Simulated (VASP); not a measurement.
Here is a VASP 6.6.1 calculation.

File INCAR:

```
  ALGO = Normal
  EDIFF = 1E-6
  ENCUT = 520
  GGA = PE
  ISIF = 2
  ISMEAR = 0
  LASPH = True
  LCHARG = True
  LELF = True
  LREAL = False
  LVHAR = True
  LWAVE = False
  NBANDS = 16
  NELM = 60
  PREC = Accurate
  SIGMA = 0.018000000000000002
```

The input KPOINTS:

```
k-points
0
Gamma
  8 8 8
```

File POSCAR:

```
CdS
1.0
    0.0000000000      2.7532440000      2.7532440000
    2.7532440000      0.0000000000      2.7532440000
    2.7532440000      2.7532440000      0.0000000000
Cd S
1 1
Direct
    0.0000000000      0.0000000000      0.0000000000
    0.5000000000      0.5000000000      0.5000000000
```

Potentials or basis: VASP PAW PBE potentials, release 64 (Cd, S).

Run with:

```console
$ cat potpaw_PBE.64/Cd/POTCAR potpaw_PBE.64/S/POTCAR > POTCAR
$ mpirun -np 1 vasp_std > vasp.out
```

(1) Predict the pressure.

(2) What does it give for the band gap on the k mesh?

## Answers

(1) -0.1 GPa.

(2) 0.25 eV, indirect (least direct gap 1.53 eV).
